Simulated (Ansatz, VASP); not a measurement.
One calculation of CsCdCl3, two programs

INCAR

```
SYSTEM = CsCdCl3
  ALGO = Normal
  EDIFF = 1E-7
  ENCUT = 520
  ISIF = 2
  ISMEAR = 0
  LASPH = .True.
  LCHARG = .False.
  LREAL = .False.
  LWAVE = .False.
  NBANDS = 29
  NELM = 60
  PREC = Accurate
  SIGMA = 0.05
```

KPOINTS

```
k-points
0
Gamma
  6 6 6
  0 0 0
```

Contents of POSCAR:

```
CsCdCl3
1.0
    5.3560000000      0.0000000000      0.0000000000
    0.0000000000      5.3560000000      0.0000000000
    0.0000000000      0.0000000000      5.1220000000
Cs Cd Cl
1 1 3
Direct
    0.0000000000      0.0000000000      0.0000000000
    0.5000000000      0.5000000000      0.5000000000
    0.0000000000      0.5000000000      0.5000000000
    0.5000000000      0.0000000000      0.5000000000
    0.5000000000      0.5000000000      0.0000000000
```

Input for Ansatz:

```yaml
crystal:
  lattice:
    - [5.356, 0.0, 0.0]
    - [0.0, 5.356, 0.0]
    - [0.0, 0.0, 5.122]
  atoms:
    - { symbol: Cs, position: [0.0, 0.0, 0.0] }
    - { symbol: Cd, position: [0.5, 0.5, 0.5] }
    - { symbol: Cl, position: [0.0, 0.5, 0.5] }
    - { symbol: Cl, position: [0.5, 0.0, 0.5] }
    - { symbol: Cl, position: [0.5, 0.5, 0.0] }
basis:
  ecutwfc: 420
kpoints:
  mp_grid: { grid: [6, 6, 6] }
hamiltonian:
  xc: lda
scf:
  occupations: { method: gaussian, width: 0.05 }
output:
  forces: true
  stress: true
  eigenvalues: true
```

Change from the starting cell: strain +0.030 along x and y, -0.015 along z, atoms carried along.

Alike in both runs: task single point; functional LDA; k mesh 6 × 6 × 6; occupations gaussian, width 0.05 eV; no spin polarisation.

|  | VASP | Ansatz |
| --- | --- | --- |
| version | VASP 6.6.1 | Ansatz 0.2.0 |
| potentials or method | VASP PAW LDA potentials, release 64 (Cs_sv, Cd, Cl), cutoff 520 eV | scalar-relativistic, plane waves, PAW |
| valence electrons in the cell | 42 | 50 |

VASP gave:

| Quantity | Value |
| --- | --- |
| gap on the k mesh at the Fermi level (eV) | 1.40 |
| least direct gap on the mesh (eV) | 1.94 |
| pressure (GPa) | -2.9 |
| traceless stress, the component that is largest in VASP (GPa) | 1.06 |

Question: Estimate Ansatz's values.

Answer: gap on the k mesh at the Fermi level (eV): 1.38; least direct gap on the mesh (eV): 1.91; pressure (GPa): -3.1; traceless stress, the component that is largest in VASP (GPa): 1.00.

LDA's correlation is that of Perdew and Zunger in VASP and of Perdew and Wang (1992) in Ansatz. VASP's potentials hold 42 valence electrons a cell and Ansatz's 50, so a difference there can come from the potentials and not from the codes.

Neither program's run includes spin-orbit coupling.
